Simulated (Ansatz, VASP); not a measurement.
# Two plane-wave programs on Be4Os

```
Be Os
1.0
     0.00476   -0.00237    3.08842
     2.77951   -2.78229   -1.55064
     5.56910    5.57223   -0.00431
Be Os
8 2
Direct
  0.09263 0.18527 0.29739
  0.59260 0.18517 0.79740
  0.79741 0.59483 0.40733
  0.29727 0.59452 0.90741
  0.70260 0.40518 0.09269
  0.20273 0.40546 0.59257
  0.40741 0.81482 0.20262
  0.90737 0.81475 0.70259
  0.50006 0.00013 0.49999
  0.99994 0.99986 0.00001
```

Change from the starting cell: cell x2, atoms moved at random (sigma 0.05 Å) and cell strained at random (1.5 %), then relaxed without symmetry.

Alike in both runs: functional PBE; k mesh 6 × 6 × 4; occupations gaussian, width 0.2 eV; no spin polarisation.

Ansatz relaxed the structure, and its values are those at the end. VASP's run is a single point on that final structure, the one shown.

```csv
,VASP,Ansatz
version,VASP 6.6.1,Ansatz 0.2.0
potentials or method,"VASP PAW PBE potentials, release 64 (Be, Os), cutoff 520 eV","scalar-relativistic, plane waves, PAW"
valence electrons in the cell,32,48
```

Ansatz gave:

| Quantity | Value |
| --- | --- |
| gap on the k mesh at the Fermi level (eV) | none |
| pressure (GPa) | 0.1 |
| rms of the force components (eV/Å) | 0.001 |

Task: Which values does VASP return?

Result: gap on the k mesh at the Fermi level (eV): none; pressure (GPa): 0.3; rms of the force components (eV/Å): 0.006.

A gap of «none» marks a metal or a gap that the smearing closes. The functional is the same, so the differences come from potentials, cutoffs and numerics. VASP's potentials hold 32 valence electrons a cell and Ansatz's 48, so a difference there can come from the potentials and not from the codes.

The k mesh is coarse, so the values compare programs but aren't converged. Spin-orbit coupling is off throughout.
